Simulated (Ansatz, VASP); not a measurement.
One calculation of W4S, two programs

```
W S
1.0
     4.42513    0.00000    0.00000
    -2.21257    3.83228    0.00000
     0.00000    0.00000    7.19714
W S
4 1
Direct
  0.00000 0.00000 0.18037
  0.00000 0.00000 0.81963
  0.33333 0.66667 0.00000
  0.66667 0.33333 0.00000
  0.00000 0.00000 0.50000
```

Alike in both runs: task relaxation of cell and atoms; functional PBE; k mesh 12 × 12 × 6; occupations gaussian, width 0.1 eV; no spin polarisation.

|  | VASP | Ansatz |
| --- | --- | --- |
| version | VASP 6.6.1 | Ansatz 0.2.0 |
| potentials or method | VASP PAW PBE potentials, release 64 (W_sv, S), cutoff 600 eV | scalar-relativistic, plane waves, PAW |
| valence electrons in the cell | 62 | 62 |

```csv
,VASP,Ansatz,Ansatz less VASP
"gap on the k mesh at the Fermi level, each at its own relaxed structure (eV)",none,none,-
relaxed volume (Å³/atom),24.38,24.33,-0.051
relaxed length of the cell vector where the two differ most in proportion (Å),4.426,4.422,-0.0039
```

A gap of «none» marks a metal or a gap that the smearing closes.

Spin-orbit coupling is off throughout.
